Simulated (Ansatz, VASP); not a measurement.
## One calculation of CdSe, two programs

INCAR

```
SYSTEM = CdSe
ALGO     = Normal         ! electronic algorithm
EDIFF    = 1E-6           ! SCF threshold, eV
ENCUT    = 520            ! plane-wave cutoff, eV
GGA      = PE             ! functional
ISIF     = 2              ! what is computed and relaxed
ISMEAR   = -1             ! smearing method
LASPH    = .TRUE.         ! aspherical terms in the spheres
LCHARG   = .TRUE.         ! write CHGCAR
LELF     = .TRUE.         ! ELF
LREAL    = .FALSE.        ! projectors in reciprocal space
LVHAR    = .TRUE.       
LWAVE    = .FALSE.        ! write WAVECAR
NBANDS   = 16             ! bands
NELM     = 80             ! most SCF steps
PREC     = Accurate       ! precision mode
SIGMA    = 0.06           ! smearing width, eV
```

KPOINTS

```
k-points
0
G
  5 5 5
  0 0 0
```

POSCAR

```
CdSe
1.0
    0.0000000000      3.0702711986      3.0702711986
    3.0702711986      0.0000000000      3.0702711986
    3.0702711986      3.0702711986      0.0000000000
Cd Se
1 1
Direct
    0.0000000000      0.0000000000      0.0000000000
    0.2500000000      0.2500000000      0.2500000000
```

input.yaml

```yaml
crystal:
  lattice:
    - [0.0, 3.0702711986, 3.0702711986]
    - [3.0702711986, 0.0, 3.0702711986]
    - [3.0702711986, 3.0702711986, 0.0]
  atoms:
    - { symbol: Cd, position: [0.0, 0.0, 0.0] }
    - { symbol: Se, position: [0.25, 0.25, 0.25] }
kpoints:
  mp_grid: { grid: [5, 5, 5] }
scf:
  occupations: { method: fermi_dirac, width: 0.06 }
hamiltonian:
  xc: pbe
  pseudopotentials: { kind: all_electron, lapw: { basis_error: 0.002 } }
output:
  forces: true
  stress: true
  eigenvalues: true
```

Alike in both runs: task single point; functional PBE; k mesh 5 × 5 × 5; occupations fermi-dirac, width 0.06 eV; no spin polarisation.

```csv
,VASP,Ansatz
version,VASP 6.6.1,Ansatz 0.2.0
potentials or method,"VASP PAW PBE potentials, release 64 (Cd, Se), cutoff 520 eV","all-electron LAPW, scalar-relativistic"
```

Ansatz gave:

| Item | Value |
| --- | --- |
| gap on the k mesh at the Fermi level (eV) | 0.55 |
| least direct gap on the mesh (eV) | 0.55 |
| pressure (GPa) | 1.4 |

What did VASP give for the same quantities?

gap on the k mesh at the Fermi level (eV): 0.54; least direct gap on the mesh (eV): 0.54; pressure (GPa): 1.6.

Ansatz ran all-electron here, and VASP with PAW potentials.
